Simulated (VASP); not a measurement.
Write the native input for VASP 6.6.1 that does the following.

```
Task                   : single point
Functional             : PBEsol
Potentials or basis    : VASP PAW PBE potentials, release 64 (Ge_d)
Cutoff                 : 500 eV
k mesh                 : 7 × 7 × 7
Occupations            : gaussian, width 0.1 eV
Spin                   : no spin polarisation
Dipole correction      : no
Further INCAR settings : ALGO = Normal; EDIFF = 1e-06; NBANDS = 36
```

The structure of Ge lies in POSCAR:

```
Ge
1.0
    0.0000000000      2.8569496314      4.9600089694
    2.5943457380      0.0000000000      4.9600089694
    2.5943457380      2.8569496314      0.0000000000
Ge
4
Direct
    0.7766963639      0.7766963639      0.2233036361
    0.2233036361      0.2233036361      0.7766963639
    0.2735193804      0.7264806196      0.2735193804
    0.7264806196      0.2735193804      0.7264806196
```

These files were run (other wordings do the same):

INCAR

```
PREC = Accurate ; ENCUT = 500
EDIFF = 1E-6 ; ISMEAR = 0
SIGMA = 0.1 ; LREAL = F
LASPH = T ; NELM = 120
ALGO = Normal ; ISIF = 2
LWAVE = F ; LCHARG = F
GGA = PS ; NBANDS = 36
GGA_COMPAT = F
```

KPOINTS

```
Automatic mesh
0
Gamma
  7 7 7
```

Potentials or basis: VASP PAW PBE potentials, release 64 (Ge_d).

Run with:

```bash
$ cat potpaw_PBE.64/Ge_d/POTCAR > POTCAR
$ mpirun -np 1 vasp_std > vasp.out
```

Results of the run:

The pressure is -0.3 GPa and the largest force is 0.009 eV/Å. The band gap on the k mesh is zero (bands 28 and 29 overlap by 2.95 eV).

Caveat: the PAW data sets were made with another functional, which shifts forces and pressure a little.

It took 2.3 min on 1 thread of AMD EPYC 7R43 64-Core Processor (Zen 3), with other jobs on the host, peak memory 0.23 GiB.
